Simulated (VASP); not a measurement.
# AlN (F-43m) in VASP: notebook, part 2 of 2

VASP 6.6.1.

**3. Single point, PBE**

File INCAR:

```
SYSTEM = AlN
  ALGO = Normal
  EDIFF = 1E-6
  ENCUT = 600
  GGA = PE
  GGA_COMPAT = .False.
  ISIF = 2
  ISMEAR = 0
  LASPH = .True.
  LCHARG = .True.
  LELF = .True.
  LREAL = .False.
  LVHAR = .True.
  LWAVE = .False.
  NBANDS = 16
  NELM = 120
  PREC = Accurate
  SIGMA = 0.02
```

File KPOINTS:

```
k-points
0
Gamma
  8 6 8
  0 0 0
```

File POSCAR:

```
AlN
1.0
    3.1130547766      0.0000000000      0.0000000000
    0.0000000000      4.4025242180      0.0000000000
    0.0000000000      0.0000000000      3.1130547273
Al N
2 2
Direct
    0.0000000000      0.0000000000      0.0000000000
    0.5000000000      0.5000000000      0.5000117000
    0.5000000000      0.2500000000      0.0000000000
    0.0000000000      0.7500000000      0.5000117000
```

Potentials or basis: VASP PAW PBE potentials, release 64 (Al, N).

Started as:

```console
$ cat potpaw_PBE.64/Al/POTCAR potpaw_PBE.64/N/POTCAR > POTCAR
$ mpirun -np 1 vasp_std > vasp.out
```

OUTCAR:

```text
SYSTEM = AlN
   EDIFF = 1E-6
   ENCUT = 600
   GGA = PE
   ISIF = 2
   ISMEAR = 0
   LASPH = .True.
   LREAL = .False.
   NELM = 120
   PREC = Accurate

 ion  position               nearest neighbor table
   1  0.000  0.000  0.000-   4 1.91   3 1.91   3 1.91   4 1.91   2 3.11   2 3.11   2 3.11   2 3.11
                             2 3.11   2 3.11   2 3.11   2 3.11
   2  0.500  0.500  0.500-   3 1.91   4 1.91   4 1.91   3 1.91   1 3.11   1 3.11   1 3.11   1 3.11
                             1 3.11   1 3.11   1 3.11   1 3.11
   3  0.500  0.250  0.000-   2 1.91   1 1.91   1 1.91   2 1.91
   4  0.000  0.750  0.500-   1 1.91   2 1.91   2 1.91   1 1.91

  LATTYP: Found a simple tetragonal cell.
 ALAT       =     3.1130547766
 C/A-ratio  =     1.4142135407

  Lattice vectors:

 A1 = (  -3.1130547766,   0.0000000000,   0.0000000000)
 A2 = (   0.0000000000,   0.0000000000,   3.1130547273)
 A3 = (   0.0000000000,   4.4025242180,   0.0000000000)

Analysis of symmetry for initial positions (statically):
=====================================================================
 Subroutine PRICEL returns:
 Original cell was already a primitive cell.

 Routine SETGRP: Setting up the symmetry group for a
 simple tetragonal supercell.

 Subroutine GETGRP returns: Found  4 space group operations
 (whereof  2 operations were pure point group operations)
 out of a pool of 16 trial point group operations.

The static configuration has the point symmetry C_1h.
 The point group associated with its full space group is C_2v.

Analysis of symmetry for dynamics (positions and initial velocities):
=====================================================================
 Subroutine PRICEL returns:
 Original cell was already a primitive cell.

 Routine SETGRP: Setting up the symmetry group for a
 simple tetragonal supercell.

 Subroutine GETGRP returns: Found  4 space group operations
 (whereof  2 operations were pure point group operations)
 out of a pool of 16 trial point group operations.

The dynamic configuration has the point symmetry C_1h.
 The point group associated with its full space group is C_2v.

 Subroutine INISYM returns: Found  4 space group operations
 (whereof  2 operations are pure point group operations),
 and found     1 'primitive' translations

----------------------------------------------------------------------------------------

                                     Primitive cell

  volume of cell :      42.6653

  direct lattice vectors                    reciprocal lattice vectors
     3.113054777  0.000000000  0.000000000     0.321227884  0.000000000  0.000000000
     0.000000000  4.402524218  0.000000000     0.000000000  0.227142419  0.000000000
     0.000000000  0.000000000  3.113054727     0.000000000  0.000000000  0.321227890

  length of vectors
     3.113054777  4.402524218  3.113054727     0.321227884  0.227142419  0.321227890

  position of ions in fractional coordinates (direct lattice)
     0.000000000  0.000000000  0.000000000
     0.500000000  0.500000000  0.500011700
     0.500000000  0.250000000  0.000000000
     0.000000000  0.750000000  0.500011700

  ion indices of the primitive-cell ions
   primitive index   ion index
                 1           1
                 2           2
                 3           3
                 4           4

[... 30 lines left out ...]
  0.000000  0.000000 -0.125000      2.000000
  0.250000  0.000000  0.000000      2.000000
  0.000000  0.000000 -0.250000      2.000000
  0.375000  0.000000  0.000000      2.000000
[... 16 lines left out ...]
  0.000000  0.333333 -0.250000      4.000000
  0.375000  0.333333  0.000000      4.000000
 [... further k-points ...]
   k-points           NKPTS =    100   k-points in BZ     NKDIM =    100   number of bands    NBANDS=     16
   number of dos      NEDOS =    301   number of ions     NIONS =      4
   total plane-waves  NPLWV =  28224
   dimension x,y,z NGX =    28 NGY =   36 NGZ =   28
   dimension x,y,z NGXF=    56 NGYF=   72 NGZF=   56
   ions per type =               2   2
   NGX,Y,Z   is equivalent  to a cutoff of  14.95, 13.59, 14.95 a.u.
   NGXF,Y,Z  is equivalent  to a cutoff of  29.91, 27.19, 29.91 a.u.
 SYSTEM =  AlN
   PREC   = accura    normal or accurate (medium, high low for compatibility)
   ISTART =      0    job   : 0-new  1-cont  2-samecut
   ICHARG =      2    charge: 1-file 2-atom 10-const
   ISPIN  =      1    spin polarized calculation?
   LNONCOLLINEAR =      F non collinear calculations
   LSORBIT =      F    spin-orbit coupling
   LASPH  =      T    aspherical Exc in radial PAW
   ENCUT  =  600.0 eV  44.10 Ry    6.64 a.u.   6.22  8.79  6.22*2*pi/ulx,y,z
   NELM   =    120;   NELMIN=  2; NELMDL= -5     # of ELM steps
   EDIFF  = 0.1E-05   stopping-criterion for ELM
   LREAL  =      F    real-space projection
   EDIFFG = 0.1E-04   stopping-criterion for IOM
   NSW    =      0    number of steps for IOM
   IBRION =     -1    ionic relax: 0-MD 1-quasi-New 2-CG
   NFREE  =      0    steps in history (QN), initial steepest desc. (CG)
   ISIF   =      2    stress and relaxation
   ISYM   =      2    0-nonsym 1-usesym 2-fastsym
   POTIM  = 0.5000    time-step for ionic-motion
   TEBEG  =    0.0;   TEEND  =   0.0 temperature during run
   PSTRESS=    0.0 pullay stress
   NELECT =      16.0000    total number of electrons
   NUPDOWN=      -1.0000    fix difference up-down
   EMIN   =  10.00;   EMAX   =-10.00  energy-range for DOS
   EFERMI =   0.00;   METHOD = LEGACY
   ISMEAR =     0;   SIGMA  =   0.02  broadening in eV -4-tet -1-fermi 0-gaus
   EFERMI_NEDOS =   21; number of points for ismear=-14 and -15
   IALGO  =     38    algorithm
   IMIX   =      4    mixing-type and parameters
     AMIX     =   0.40;   BMIX     =  1.00
     AMIX_MAG =   1.60;   BMIX_MAG =  1.00
  volume/ion in A,a.u.               =      10.67        71.98
  Fermi-wavevector in a.u.,A,eV,Ry     =   1.180565  2.230943 18.962884  1.393733
  Thomas-Fermi vector in A             =   2.316855
   LORBIT       =      0    0 simple, 1 ext, 2 COOP (PROOUT), +10 PAW based schemes
   GGA     = PE    functional components
   LHFCALC =     F    Hartree Fock is set to
   AEXX    =    0.0000 exact exchange contribution
   IVDW    =     0    specifies the selected vdW correction
   LEPSILON=     F    determine dielectric tensor
   LRPA    =     F    only Hartree local field effects (RPA)
 non-spin polarized calculation
 Gauss-broadening in eV      SIGMA  =   0.02
  energy-cutoff  :      600.00
  volume of cell :       42.67
 maximum number of plane-waves:      1449
 NGX is ok and might be reduce to    28
   NGX = 13   NGY = 17   NGZ = 13

 number of electron      15.9999998 magnetization

 Free energy of the ion-electron system (eV)
  ---------------------------------------------------
  ext. energy  EPLUGINS =         0.00000000
  ---------------------------------------------------
  free energy    TOTEN  =       -29.69781088 eV

  energy without entropy =      -29.69781088  energy(sigma->0) =      -29.69781088

 E-fermi :   5.8521     XC(G=0): -10.8311

 val. band max:        5.7486439214   @ k =   0.0000   0.0000   0.0000
 cond. band min:       9.0545669362   @ k =   0.5000   0.0000   0.5000
 fundamental gap:      3.3059230148
 Fermi energy:         5.8520929550

 k-point     1 :       0.0000    0.0000    0.0000
  band No.  band energies     occupation
      1      -9.0970      2.00000
      2      -6.5047      2.00000
      3       0.9176      2.00000
      4       4.0000      2.00000
      5       4.0000      2.00000
      6       5.7486      2.00000
[... 433 lines left out ...]
      3       0.3492      2.00000
      4       0.9114      2.00000
      5       4.3472      2.00000
      6       5.0037      2.00000
[... 8 lines left out ...]
     15      17.5391      0.00000
     16      17.6263      0.00000

 [... further k-points ...]

------------------------ aborting loop because EDIFF is reached ----------------------------------------

  FORCE on cell =-STRESS in cart. coord.  units (eV):
  Direction    XX          YY          ZZ          XY          YZ          ZX
  --------------------------------------------------------------------------------------
  -------------------------------------------------------------------------------------
  Total       -0.0788127     -0.0797350     -0.0788119      0.0000000      0.0000000      0.0000000
  in kB       -2.9595893     -2.9942258     -2.9595606      0.0000000      0.0000000      0.0000000
  external PRESSURE =      -2.9711253 kB  Pullay stress =       0.0000000 kB

 VOLUME and BASIS-vectors are now :
 -----------------------------------------------------------------------------
  energy-cutoff  :      600.00
  volume of cell :       42.67
      direct lattice vectors                 reciprocal lattice vectors
     3.113054777  0.000000000  0.000000000     0.321227884  0.000000000  0.000000000
     0.000000000  4.402524218  0.000000000     0.000000000  0.227142419  0.000000000
     0.000000000  0.000000000  3.113054727     0.000000000  0.000000000  0.321227890

 POSITION                                       TOTAL-FORCE (eV/Angst)
 -----------------------------------------------------------------------------------
      0.00000      0.00000      0.00000         0.000000     -0.000000      0.000452
      1.55653      2.20126      1.55656         0.000000     -0.000000     -0.000452
      1.55653      1.10063      0.00000         0.000000      0.000000      0.000486
      0.00000      3.30189      1.55656         0.000000      0.000000     -0.000486
 -----------------------------------------------------------------------------------
    total drift:                                0.000000      0.000001     -0.000000

  FREE ENERGIE OF THE ION-ELECTRON SYSTEM (eV)
  ---------------------------------------------------
  free  energy   TOTEN  =       -29.6978108799 eV

  energy  without entropy=      -29.6978108799  energy(sigma->0) =      -29.69781088
```

Wall time 53 s (1 thread of Intel Xeon Platinum 8375C at 2.90GHz (Ice Lake), shared host); peak memory 0.21 GiB.

What came out:

* Free energy: -29.6978 eV
* Pressure: -0.3 GPa
* Band gap on the k mesh: 3.31 eV
